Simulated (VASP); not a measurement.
**Ir: single point with LDA**

Ir:

```
CELL_PARAMETERS angstrom
0.00000 2.05818 1.76365
2.05818 0.00000 1.76365
2.05818 2.05818 0.00000
ATOMIC_POSITIONS crystal
Ir 0.00000 0.00000 0.00000
```

This cell differs from its parent crystal: volume 14.942 Å^3 an atom, c/a of the conventional cell 0.8569.

```yaml
Program: VASP 6.6.1
Task: single point
Functional: LDA
Potentials_or_basis: VASP PAW LDA potentials, release 64 (Ir)
Cutoff: 520 eV
k_mesh: 22 × 22 × 22
Occupations: gaussian, width 0.15 eV
Spin: no spin polarisation
Dipole_correction: no
Further_INCAR_settings: ALGO = Normal; EDIFF = 1e-07; NBANDS = 10
```

| Quantity | Value |
| --- | --- |
| Pressure | -19.6 GPa |

Stress tensor (GPa, compression positive):
```
-32.70   0.00   0.00
  0.00 -32.70   0.00
  0.00   0.00   6.74
```

Levels at points of the mesh, in eV from the Fermi level:
```
           k point  band 2  band 3  band 4  band 5  band 6  band 7
(0.00, 0.00, 0.00)   -3.89   -3.89   -2.26   -2.26   -0.16   14.94
(0.50, 0.00, 0.00)   -4.53   -2.44   -0.42    0.29    1.46    6.99
(0.50, 0.50, 0.00)   -6.83    0.88    1.46    1.46    4.14    9.74
(0.50, 0.00, 0.50)   -6.42    0.53    0.55    0.86    1.99    8.70
```

It took 38 s on 1 thread of Intel(R) Xeon(R) 6975P-C (Granite Rapids) (shared host), peak memory 0.24 GiB.

Caveat: spin-orbit coupling is left out, which moves the levels of the heavy elements.
